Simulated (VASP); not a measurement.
# Ru (P6_3/mmc) in VASP: notebook

Runs on Ru. Level: PBEsol. Tasks: single point, relaxation of cell and atoms.

All numbers are computed with VASP 6.6.1; they aren't measurements. Logs are shortened: lines on timing, memory, paths and dates and some standing lists are left out, and cuts for length are marked.

### 1 The cell of the first run

It takes space group P6_3/mmc (No. 194, hexagonal). The conventional cell has a = 2.689 Å, b = 2.689 Å, c = 4.252 Å, α = 90.00°, β = 90.00°, γ = 120.00°. Within 3.5 Å of Ru (site symmetry -6m2) lie 12 Ru at 2.63 to 2.69 Å.

### 2 Single point, PBEsol

INCAR

```
ALGO = Normal ; EDIFF = 1E-6
ENCUT = 520 ; GGA = PS
ISIF = 2 ; ISMEAR = 0
LASPH = T ; LCHARG = T
LELF = T ; LREAL = F
LVHAR = T ; LWAVE = F
NBANDS = 21 ; NELM = 100
PREC = Accurate ; SIGMA = 0.1
```

KPOINTS

```
k-points
0
Gamma
  18 18 10
```

POSCAR

```
Ru
1.0
    2.6894802659      0.0000000000      0.0000000000
   -1.3447401330      2.3291582333      0.0000000000
    0.0000000000      0.0000000000      4.2519618179
Ru
2
Direct
    0.3333333333      0.6666666667      0.2500000000
    0.6666666667      0.3333333333      0.7500000000
```

Potentials or basis: VASP PAW PBE potentials, release 64 (Ru_pv).

The run is started by

```bash
$ cat potpaw_PBE.64/Ru_pv/POTCAR > POTCAR
$ mpirun -np 1 vasp_std > vasp.out
```

OUTCAR:

```text
EDIFF = 1E-6
   ENCUT = 520
   GGA = PS
   ISIF = 2
   ISMEAR = 0
   LASPH = T
   LREAL = F
   NELM = 100
   PREC = Accurate

 ion  position               nearest neighbor table
   1  0.333  0.667  0.250-   2 2.63   2 2.63   2 2.63   2 2.63   2 2.63   2 2.63
   2  0.667  0.333  0.750-   1 2.63   1 2.63   1 2.63   1 2.63   1 2.63   1 2.63

  LATTYP: Found a hexagonal cell.
 ALAT       =     2.6894802659
 C/A-ratio  =     1.5809604078

  Lattice vectors:

 A1 = (   2.6894802659,   0.0000000000,   0.0000000000)
 A2 = (  -1.3447401330,   2.3291582333,   0.0000000000)
 A3 = (   0.0000000000,   0.0000000000,   4.2519618179)

Analysis of symmetry for initial positions (statically):
=====================================================================
 Subroutine PRICEL returns:
 Original cell was already a primitive cell.

 Routine SETGRP: Setting up the symmetry group for a
 hexagonal supercell.

 Subroutine GETGRP returns: Found 24 space group operations
 (whereof 12 operations were pure point group operations)
 out of a pool of 24 trial point group operations.

The static configuration has the point symmetry D_3d.
 The point group associated with its full space group is D_6h.

Analysis of symmetry for dynamics (positions and initial velocities):
=====================================================================
 Subroutine PRICEL returns:
 Original cell was already a primitive cell.

 Routine SETGRP: Setting up the symmetry group for a
 hexagonal supercell.

 Subroutine GETGRP returns: Found 24 space group operations
 (whereof 12 operations were pure point group operations)
 out of a pool of 24 trial point group operations.

The dynamic configuration has the point symmetry D_3d.
 The point group associated with its full space group is D_6h.

 Subroutine INISYM returns: Found 24 space group operations
 (whereof 12 operations are pure point group operations),
 and found     1 'primitive' translations

----------------------------------------------------------------------------------------

                                     Primitive cell

  volume of cell :      26.6352

  direct lattice vectors                    reciprocal lattice vectors
     2.689480266  0.000000000  0.000000000     0.371819051  0.214669829  0.000000000
    -1.344740133  2.329158233  0.000000000     0.000000000  0.429339658  0.000000000
     0.000000000  0.000000000  4.251961818     0.000000000  0.000000000  0.235185555

  length of vectors
     2.689480266  2.689480266  4.251961818     0.429339658  0.429339658  0.235185555

  position of ions in fractional coordinates (direct lattice)
     0.333333333  0.666666667  0.250000000
     0.666666667  0.333333333  0.750000000

  ion indices of the primitive-cell ions
   primitive index   ion index
                 1           1
                 2           2

----------------------------------------------------------------------------------------

 KPOINTS: k-points

Automatic generation of k-mesh.
 Grid dimensions read from file:
 generate k-points for:   18   18   10

 Generating k-lattice:

  Cartesian coordinates                     Fractional coordinates (reciprocal lattice)
     0.020656614  0.011926102  0.000000000     0.055555556  0.000000000  0.000000000
     0.000000000  0.023852203  0.000000000     0.000000000  0.055555556  0.000000000
     0.000000000  0.000000000  0.023518556     0.000000000  0.000000000  0.100000000

  Length of vectors
     0.023852203  0.023852203  0.023518556

  Shift w.r.t. Gamma in fractional coordinates (k-lattice)
     0.000000000  0.000000000  0.000000000

 Subroutine IBZKPT returns following result:
 ===========================================

 Found    222 irreducible k-points:

 Following reciprocal coordinates:
            Coordinates               Weight
  0.000000  0.000000  0.000000      1.000000
  0.055556  0.000000  0.000000      6.000000
  0.111111  0.000000  0.000000      6.000000
  0.166667  0.000000  0.000000      6.000000
  0.222222  0.000000  0.000000      6.000000
  0.277778  0.000000  0.000000      6.000000
[... 16 lines left out ...]
  0.333333  0.111111  0.000000     12.000000
  0.388889  0.111111  0.000000     12.000000
 [... further k-points ...]
   k-points           NKPTS =    222   k-points in BZ     NKDIM =    222   number of bands    NBANDS=     21
   number of dos      NEDOS =    301   number of ions     NIONS =      2
   total plane-waves  NPLWV =  12800
   dimension x,y,z NGX =    20 NGY =   20 NGZ =   32
   dimension x,y,z NGXF=    40 NGYF=   40 NGZF=   64
   ions per type =               2
   NGX,Y,Z   is equivalent  to a cutoff of  12.36, 12.36, 12.51 a.u.
   NGXF,Y,Z  is equivalent  to a cutoff of  24.73, 24.73, 25.02 a.u.
 SYSTEM =  unknown system
   PREC   = accura    normal or accurate (medium, high low for compatibility)
   ISTART =      0    job   : 0-new  1-cont  2-samecut
   ICHARG =      2    charge: 1-file 2-atom 10-const
   ISPIN  =      1    spin polarized calculation?
   LNONCOLLINEAR =      F non collinear calculations
   LSORBIT =      F    spin-orbit coupling
   LASPH  =      T    aspherical Exc in radial PAW
   ENCUT  =  520.0 eV  38.22 Ry    6.18 a.u.   5.00  5.00  7.91*2*pi/ulx,y,z
   NELM   =    100;   NELMIN=  2; NELMDL= -5     # of ELM steps
   EDIFF  = 0.1E-05   stopping-criterion for ELM
   LREAL  =      F    real-space projection
   EDIFFG = 0.1E-04   stopping-criterion for IOM
   NSW    =      0    number of steps for IOM
   IBRION =     -1    ionic relax: 0-MD 1-quasi-New 2-CG
   NFREE  =      0    steps in history (QN), initial steepest desc. (CG)
   ISIF   =      2    stress and relaxation
   ISYM   =      2    0-nonsym 1-usesym 2-fastsym
   POTIM  = 0.5000    time-step for ionic-motion
   TEBEG  =    0.0;   TEEND  =   0.0 temperature during run
   PSTRESS=    0.0 pullay stress
   NELECT =      28.0000    total number of electrons
   NUPDOWN=      -1.0000    fix difference up-down
   EMIN   =  10.00;   EMAX   =-10.00  energy-range for DOS
   EFERMI =   0.00;   METHOD = LEGACY
   ISMEAR =     0;   SIGMA  =   0.10  broadening in eV -4-tet -1-fermi 0-gaus
   EFERMI_NEDOS =   21; number of points for ismear=-14 and -15
   IALGO  =     38    algorithm
   IMIX   =      4    mixing-type and parameters
     AMIX     =   0.40;   BMIX     =  1.00
     AMIX_MAG =   1.60;   BMIX_MAG =  1.00
  volume/ion in A,a.u.               =      13.32        89.87
  Fermi-wavevector in a.u.,A,eV,Ry     =   1.664595  3.145629 37.700067  2.770877
  Thomas-Fermi vector in A             =   2.751112
   LORBIT       =      0    0 simple, 1 ext, 2 COOP (PROOUT), +10 PAW based schemes
   GGA     = PS    functional components
   LHFCALC =     F    Hartree Fock is set to
   AEXX    =    0.0000 exact exchange contribution
   IVDW    =     0    specifies the selected vdW correction
   LEPSILON=     F    determine dielectric tensor
   LRPA    =     F    only Hartree local field effects (RPA)
 non-spin polarized calculation
 Gauss-broadening in eV      SIGMA  =   0.10
  energy-cutoff  :      520.00
  volume of cell :       26.64
 maximum number of plane-waves:       738
 NGX is ok and might be reduce to    20
   NGX =  9   NGY =  9   NGZ = 15

 number of electron      27.9999997 magnetization

 Free energy of the ion-electron system (eV)
  ---------------------------------------------------
  ext. energy  EPLUGINS =         0.00000000
  ---------------------------------------------------
  free energy    TOTEN  =       -20.34508785 eV

  energy without entropy =      -20.33623546  energy(sigma->0) =      -20.34066166

 E-fermi :  13.0485     XC(G=0): -14.4001

 val. band max:       13.0484482465   @ k =   0.1667   0.1111   0.3000
 cond. band min:      13.0501212901   @ k =   0.4444   0.1111   0.5000
 fundamental gap:      0.0016730435
 Fermi energy:        13.0484770700

 k-point     1 :       0.0000    0.0000    0.0000
  band No.  band energies     occupation
      1     -30.6224      2.00000
      2     -29.6206      2.00000
      3     -29.6206      2.00000
      4     -29.4381      2.00000
      5     -29.4381      2.00000
      6     -29.3943      2.00000
[... 13 lines left out ...]
     20      23.3168      0.00000
     21      23.6245      0.00000

 k-point     2 :       0.0556    0.0000    0.0000
  band No.  band energies     occupation
      1     -30.6111      2.00000
      2     -29.6448      2.00000
      3     -29.6288      2.00000
      4     -29.4635      2.00000
      5     -29.4414      2.00000
      6     -29.3995      2.00000
[... 13 lines left out ...]
     20      23.3167      0.00000
     21      23.6090      0.00000

 k-point     3 :       0.1111    0.0000    0.0000
  band No.  band energies     occupation
      1     -30.5778      2.00000
      2     -29.7145      2.00000
      3     -29.6521      2.00000
      4     -29.5356      2.00000
      5     -29.4510      2.00000
      6     -29.4152      2.00000
[... 13 lines left out ...]
     20      23.3167      0.00000
     21      23.5596      0.00000

 k-point     4 :       0.1667    0.0000    0.0000
  band No.  band energies     occupation
      1     -30.5246      2.00000
      2     -29.8212      2.00000
      3     -29.6867      2.00000
      4     -29.6441      2.00000
      5     -29.4666      2.00000
      6     -29.4416      2.00000
[... 13 lines left out ...]
     20      23.3166      0.00000
     21      23.4804      0.00000

 k-point     5 :       0.2222    0.0000    0.0000
  band No.  band energies     occupation
      1     -30.4547      2.00000
      2     -29.9521      2.00000
      3     -29.7739      2.00000
      4     -29.7279      2.00000
      5     -29.4868      2.00000
      6     -29.4784      2.00000
[... 13 lines left out ...]
     20      23.3165      0.00000
     21      23.4036      0.00000
[... 382 lines left out ...]
     20      23.3161      0.00000
     21      23.3751      0.00000

 k-point    22 :       0.2778    0.1111    0.0000
  band No.  band energies     occupation
      1     -30.2597      2.00000
      2     -30.2074      2.00000
      3     -30.0632      2.00000
      4     -29.8249      2.00000
      5     -29.5959      2.00000
      6     -29.5854      2.00000
[... 13 lines left out ...]
     20      23.3148      0.00000
     21      23.3412      0.00000

 k-point    23 :       0.3333    0.1111    0.0000
  band No.  band energies     occupation
      1     -30.3067      2.00000
      2     -30.1756      2.00000
      3     -30.1302      2.00000
      4     -29.8753      2.00000
      5     -29.6543      2.00000
      6     -29.6080      2.00000
[... 13 lines left out ...]
     20      23.3158      0.00000
     21      24.0161      0.00000

 k-point    24 :       0.3889    0.1111    0.0000
  band No.  band energies     occupation
      1     -30.3713      2.00000
      2     -30.1738      2.00000
      3     -30.1073      2.00000
      4     -29.9076      2.00000
      5     -29.7058      2.00000
      6     -29.6226      2.00000
[... 13 lines left out ...]
     20      23.3144      0.00000
     21      24.3490      0.00000

 [... further k-points ...]

------------------------ aborting loop because EDIFF is reached ----------------------------------------

  FORCE on cell =-STRESS in cart. coord.  units (eV):
  Direction    XX          YY          ZZ          XY          YZ          ZX
  --------------------------------------------------------------------------------------
  -------------------------------------------------------------------------------------
  Total       -0.0107648     -0.0107648     -0.0070856      0.0000000      0.0000000      0.0000000
  in kB       -0.6475313     -0.6475313     -0.4262162      0.0000000      0.0000000      0.0000000
  external PRESSURE =      -0.5737596 kB  Pullay stress =       0.0000000 kB

 VOLUME and BASIS-vectors are now :
 -----------------------------------------------------------------------------
  energy-cutoff  :      520.00
  volume of cell :       26.64
      direct lattice vectors                 reciprocal lattice vectors
     2.689480266  0.000000000  0.000000000     0.371819051  0.214669829  0.000000000
    -1.344740133  2.329158233  0.000000000     0.000000000  0.429339658  0.000000000
     0.000000000  0.000000000  4.251961818     0.000000000  0.000000000  0.235185555

 POSITION                                       TOTAL-FORCE (eV/Angst)
 -----------------------------------------------------------------------------------
     -0.00000      1.55277      1.06299         0.000000     -0.000000      0.000000
      1.34474      0.77639      3.18897        -0.000000      0.000000      0.000000
 -----------------------------------------------------------------------------------
    total drift:                               -0.000000      0.000000     -0.000000

  FREE ENERGIE OF THE ION-ELECTRON SYSTEM (eV)
  ---------------------------------------------------
  free  energy   TOTEN  =       -20.3450878525 eV

  energy  without entropy=      -20.3362354640  energy(sigma->0) =      -20.34066166
```

Run time: 57 s. Hardware: 1 thread of Intel Xeon Platinum 8488C (Sapphire Rapids), shared host; peak memory 0.21 GiB.

Results:

| Item | Value |
| --- | --- |
| Free energy | -20.3451 eV |
| Pressure | -0.1 GPa |
| Band gap on the k mesh | zero (bands 14 and 15 overlap by 3.22 eV) |

Caveat: the PAW data sets were made with another functional, which shifts forces and pressure a little.

### 3 Relaxation of cell and atoms, PBEsol

This run uses another cell than the first one, of 13.77 Å³/atom.

INCAR

```
PREC = Accurate
ENCUT = 600
EDIFF = 1E-6
ISMEAR = 0
SIGMA = 0.1
LREAL = False
LASPH = True
NELM = 80
ALGO = Fast
ISIF = 3
LWAVE = False
LCHARG = False
GGA = PS
IBRION = 2
NSW = 70
EDIFFG = -0.005
```

KPOINTS

```
regular mesh
0
Gamma
  18 18 10
```

POSCAR

```
Ru
1.0
    2.7200250912      0.0000000000      0.0000000000
   -1.3600125456      2.3556108279      0.0000000000
    0.0000000000      0.0000000000      4.2967694965
Ru
2
Direct
    0.3333333333      0.6666666667      0.2500000000
    0.6666666667      0.3333333333      0.7500000000
```

Potentials or basis: VASP PAW PBE potentials, release 64 (Ru_pv).

The run is started by

```bash
$ cat potpaw_PBE.64/Ru_pv/POTCAR > POTCAR
$ mpirun -np 1 vasp_std > vasp.out
```

Run time: 5.1 min. Hardware: 1 thread of Intel Xeon Platinum 8488C (Sapphire Rapids), shared host; peak memory 0.25 GiB.

Results (log left out):

* Free energy: -20.3466 eV
* Relaxed volume: 13.32 Å³/atom
* Relaxed cell: a = 2.690 Å, b = 2.690 Å, c = 4.252 Å, α = 90.00°, β = 90.00°, γ = 120.00°
* Space group after relaxing (to 0.1 Å): P6_3/mmc (No. 194)
* Energy gained by relaxing: 15.5 meV/atom
* Ionic steps: 11
* Pressure after relaxing: 0.0 GPa
* Band gap on the k mesh: zero (bands 14 and 15 overlap by 3.22 eV)

Step by step:
```tsv
step	energy change (eV)	largest force (eV/Å)	pressure (GPa)	volume (Å³)
1	0.0000	0.0000	-10.66	27.53
2	0.3051	0.0000	45.84	24.04
3	-0.0309	0.0000	-0.38	26.67
4	-0.0310	0.0000	-0.14	26.65
5	-0.0310	0.0000	0.09	26.63
6	-0.0310	0.0000	0.07	26.63
7	-0.0310	0.0000	0.08	26.63
8	-0.0310	0.0000	0.06	26.63
9	-0.0310	0.0000	0.06	26.63
10	-0.0310	0.0000	0.06	26.63
11	-0.0310	0.0000	-0.01	26.64
```

Final structure:
```xyz
2
Lattice="2.6897 0.0000 0.0000 -1.3448 2.3293 0.0000 0.0000 0.0000 4.2524" Properties=species:S:1:pos:R:3 pbc="T T T"
Ru    0.0000    1.5529    1.0631
Ru    1.3448    0.7764    3.1893
```

Levels at points of the mesh, in eV from the Fermi level:
```
           k point  band 12  band 13  band 14  band 15  band 16  band 17
(0.00, 0.00, 0.00)    -1.97    -1.97    -1.43    -1.43     1.24     1.24
(0.50, 0.00, 0.00)    -1.86    -1.56     1.49     1.93     2.01     4.17
(0.00, 0.00, 0.50)    -2.85    -2.79    -2.79     0.58     0.58     0.58
(0.50, 0.00, 0.50)    -1.09     0.45     0.45     1.76     1.76     3.45
```

Caveat: the PAW data sets were made with another functional, which shifts forces and pressure a little.
